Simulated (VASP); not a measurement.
# BaTiO3 (R3m) in VASP: density of states with PBE

Aim: the density of states of BaTiO3 with PBE.

Program: VASP 6.6.1. These are calculated values, not measurements. Logs are shortened: lines on timing, memory, paths and dates and some standing lists are left out, and cuts for length are marked.

**1. The cell of the first run**

It takes space group R3m (No. 160, trigonal). Conventional cell: a = 5.669 Å, b = 5.669 Å, c = 6.972 Å, α = 90.00°, β = 90.00°, γ = 120.00°. Within 3.7 Å of Ba (site symmetry 3m) lie 12 O at 2.79 to 2.89 Å and 8 Ti at 3.38 to 3.59 Å. Within 2.5 Å of Ti (site symmetry 3m) lie 6 O at 1.88 to 2.15 Å. O (site symmetry m) has 2 Ti at 1.88 to 2.15 Å within 2.5 Å.

**2. Density of states, PBE**

Contents of POSCAR:

```
BaTiO3
1.0
    4.0141288600      0.0000000000      0.0000000000
    0.0109991200      4.0141088100      0.0000000000
    0.0109991200      0.0109690400      4.0140987800
Ba Ti O
1 1 3
Direct
    0.0000000000      0.0000000000      0.0000000000
    0.4847000000      0.4847000000      0.4847000000
    0.5088000000      0.5088000000      0.0183000000
    0.0183000000      0.5088000000      0.5088000000
    0.5088000000      0.0183000000      0.5088000000
```

Contents of INCAR.step1:

```
SYSTEM = BaTiO3
  PREC = Accurate
  ENCUT = 520
  EDIFF = 1E-6
  ISMEAR = -1
  SIGMA = 0.1
  LREAL = .False.
  LASPH = .True.
  NELM = 60
  ALGO = Normal
  ISIF = 2
  LWAVE = .False.
  LCHARG = .True.
  LMAXMIX = 4
  GGA = PE
  NBANDS = 28
```

Contents of KPOINTS.step1:

```
regular mesh
0
Gamma
  6 6 6
  0 0 0
```

Contents of INCAR.step2:

```
SYSTEM = BaTiO3
  PREC = Accurate
  ENCUT = 520
  EDIFF = 1E-6
  ISMEAR = -5
  SIGMA = 0.1
  LREAL = .False.
  LASPH = .True.
  NELM = 60
  ALGO = Normal
  ISIF = 2
  LWAVE = .False.
  LCHARG = .False.
  LMAXMIX = 4
  GGA = PE
  LORBIT = 10
  NBANDS = 28
  NEDOS = 1001
  ICHARG = 11
```

Contents of KPOINTS.step2:

```
regular mesh
0
Gamma
  9 9 9
  0 0 0
```

Potentials or basis: VASP PAW PBE potentials, release 64 (Ba_sv, Ti_sv, O).

Launch:

```bash
> cat potpaw_PBE.64/Ba_sv/POTCAR potpaw_PBE.64/Ti_sv/POTCAR potpaw_PBE.64/O/POTCAR > POTCAR
> cp INCAR.step1 INCAR
> cp KPOINTS.step1 KPOINTS
> mpirun -np 1 vasp_std > vasp.out
> cp INCAR.step2 INCAR
> cp KPOINTS.step2 KPOINTS
> mpirun -np 1 vasp_std > vasp.out
```

OUTCAR:

```text
SYSTEM = BaTiO3
   PREC = Accurate
   ENCUT = 520
   EDIFF = 1E-6
   ISMEAR = -5
   LREAL = .False.
   LASPH = .True.
   NELM = 60
   ISIF = 2
   GGA = PE
   LORBIT = 10
   ICHARG = 11

 ion  position               nearest neighbor table
   1  0.000  0.000  0.000-   4 2.79   3 2.79   5 2.79   4 2.84   3 2.84   4 2.84   3 2.84   5 2.84
                             5 2.84   4 2.89   3 2.89   5 2.89   2 3.38   2 3.44   2 3.44   2 3.44
   2  0.485  0.485  0.485-   5 1.88   3 1.88   4 1.88   5 2.15   3 2.15   4 2.15   1 3.38   1 3.44
                             1 3.44   1 3.44   1 3.51   1 3.51   1 3.51   1 3.59
   3  0.509  0.509  0.018-   2 1.88   2 2.15   1 2.79   1 2.84   1 2.84   1 2.89
   4  0.018  0.509  0.509-   2 1.88   2 2.15   1 2.79   1 2.84   1 2.84   1 2.89
   5  0.509  0.018  0.509-   2 1.88   2 2.15   1 2.79   1 2.84   1 2.84   1 2.89

  LATTYP: Found a trigonal (rhomboedric) cell.
 ALAT       =     4.0141288365
 COS(alpha) =     0.0027401014

  Lattice vectors:

 A1 = (   4.0141288600,   0.0000000000,   0.0000000000)
 A2 = (   0.0109991200,   4.0141088100,   0.0000000000)
 A3 = (   0.0109991200,   0.0109690400,   4.0140987800)

Analysis of symmetry for initial positions (statically):
=====================================================================
 Subroutine PRICEL returns:
 Original cell was already a primitive cell.

 Routine SETGRP: Setting up the symmetry group for a
 trigonal (rhombohedral) supercell.

 Subroutine GETGRP returns: Found  6 space group operations
 (whereof  6 operations were pure point group operations)
 out of a pool of 12 trial point group operations.

The static configuration has the point symmetry C_3v.

Analysis of symmetry for dynamics (positions and initial velocities):
=====================================================================
 Subroutine PRICEL returns:
 Original cell was already a primitive cell.

 Routine SETGRP: Setting up the symmetry group for a
 trigonal (rhombohedral) supercell.

 Subroutine GETGRP returns: Found  6 space group operations
 (whereof  6 operations were pure point group operations)
 out of a pool of 12 trial point group operations.

The dynamic configuration has the point symmetry C_3v.

 Subroutine INISYM returns: Found  6 space group operations
 (whereof  6 operations are pure point group operations),
 and found     1 'primitive' translations

----------------------------------------------------------------------------------------
[... 107 lines left out ...]
   ISIF   =      2    stress and relaxation
   ISYM   =      2    0-nonsym 1-usesym 2-fastsym
   POTIM  = 0.5000    time-step for ionic-motion
   TEBEG  =    0.0;   TEEND  =   0.0 temperature during run
   PSTRESS=    0.0 pullay stress
   NELECT =      40.0000    total number of electrons
   NUPDOWN=      -1.0000    fix difference up-down
   EMIN   =  10.00;   EMAX   =-10.00  energy-range for DOS
   EFERMI =   0.00;   METHOD = LEGACY
   ISMEAR =    -5;   SIGMA  =   0.10  broadening in eV -4-tet -1-fermi 0-gaus
   EFERMI_NEDOS =   21; number of points for ismear=-14 and -15
   IALGO  =     38    algorithm
   IMIX   =      4    mixing-type and parameters
     AMIX     =   0.40;   BMIX     =  1.00
     AMIX_MAG =   1.60;   BMIX_MAG =  1.00
  volume/ion in A,a.u.               =      12.94        87.30
  Fermi-wavevector in a.u.,A,eV,Ry     =   1.394779  2.635750 26.468880  1.945408
  Thomas-Fermi vector in A             =   2.518295
   LORBIT       =     10    0 simple, 1 ext, 2 COOP (PROOUT), +10 PAW based schemes
   GGA     = PE    functional components
   LHFCALC =     F    Hartree Fock is set to
   AEXX    =    0.0000 exact exchange contribution
   IVDW    =     0    specifies the selected vdW correction
   LEPSILON=     F    determine dielectric tensor
   LRPA    =     F    only Hartree local field effects (RPA)
 non-spin polarized calculation
 Fermi weights with tetrahedron method with Bloechl corrections
  energy-cutoff  :      520.00
  volume of cell :       64.68
 maximum number of plane-waves:      1770
 NGX is ok and might be reduce to    30

 number of electron      40.0000004 magnetization

 Free energy of the ion-electron system (eV)
  ---------------------------------------------------
  ext. energy  EPLUGINS =         0.00000000
  ---------------------------------------------------
  free energy    TOTEN  =       -40.00861060 eV

  energy without entropy =      -40.00861060  energy(sigma->0) =      -40.00861060

 E-fermi :   3.7010     XC(G=0): -11.1952

 val. band max:        3.6757578073   @ k =   0.4444   0.4444   0.4444
 cond. band min:       6.0894389595   @ k =   0.0000   0.0000   0.0000
 fundamental gap:      2.4136811522
 Fermi energy:         3.7010058893

 k-point     1 :       0.0000    0.0000    0.0000
  band No.  band energies     occupation
      1     -52.6000      2.00000
      2     -28.8530      2.00000
      3     -28.8529      2.00000
      4     -28.8529      2.00000
      5     -21.1158      2.00000
      6     -13.0992      2.00000
[... 733 lines left out ...]
     27      11.8288      0.00000
     28      13.4597      0.00000

 [... further k-points ...]
[... 5 lines left out ...]
  --------------------------------------------------------------------------------------
  -------------------------------------------------------------------------------------
  Total        2.2711835      2.2713036      2.2714339     -0.0229434     -0.0228182     -0.0228809
  in kB       56.2592958     56.2622708     56.2654989     -0.5683299     -0.5652276     -0.5667797
  external PRESSURE =      56.2623552 kB  Pullay stress =       0.0000000 kB

 VOLUME and BASIS-vectors are now :
 -----------------------------------------------------------------------------
  energy-cutoff  :      520.00
  volume of cell :       64.68
      direct lattice vectors                 reciprocal lattice vectors
     4.014128860  0.000000000  0.000000000     0.249120054 -0.000682618 -0.000680754
     0.010999120  4.014108810  0.000000000     0.000000000  0.249121299 -0.000680756
     0.010999120  0.010969040  4.014098780     0.000000000  0.000000000  0.249121921

 POSITION                                       TOTAL-FORCE (eV/Angst)
 -----------------------------------------------------------------------------------
      0.00000      0.00000      0.00000        -0.061373     -0.061204     -0.061038
      1.95631      1.95096      1.94563         0.084048      0.083818      0.083589
      2.04819      2.04258      0.07346         0.049387      0.049252     -0.121720
      0.08465      2.04796      2.04237        -0.121450      0.049720      0.049584
      2.04819      0.07904      2.04237         0.049387     -0.121585      0.049584
 -----------------------------------------------------------------------------------
    total drift:                                0.000375      0.000283      0.000375

  FREE ENERGIE OF THE ION-ELECTRON SYSTEM (eV)
  ---------------------------------------------------
  free  energy   TOTEN  =       -40.0086105989 eV

  energy  without entropy=      -40.0086105989  energy(sigma->0) =      -40.00861060

 total charge

# of ion       s       p       d       tot
------------------------------------------
    1        2.007   5.651   0.324   7.983
    2        2.222   6.276   1.787  10.286
    3        1.566   3.471   0.000   5.037
    4        1.566   3.471   0.000   5.037
    5        1.566   3.471   0.000   5.037
--------------------------------------------------
tot          8.928  22.340   2.112  33.379
```

Wall time 88 s (1 thread of Intel Xeon Platinum 8488C (Sapphire Rapids), shared host); peak memory 0.27 GiB.

Results:

```yaml
Valence_electrons_inside_the_program's_atomic_spheres: Ba 7.98; Ti 10.29; O 5.04
```

Caveat: spin-orbit coupling is left out, which moves the levels of the heavy elements.
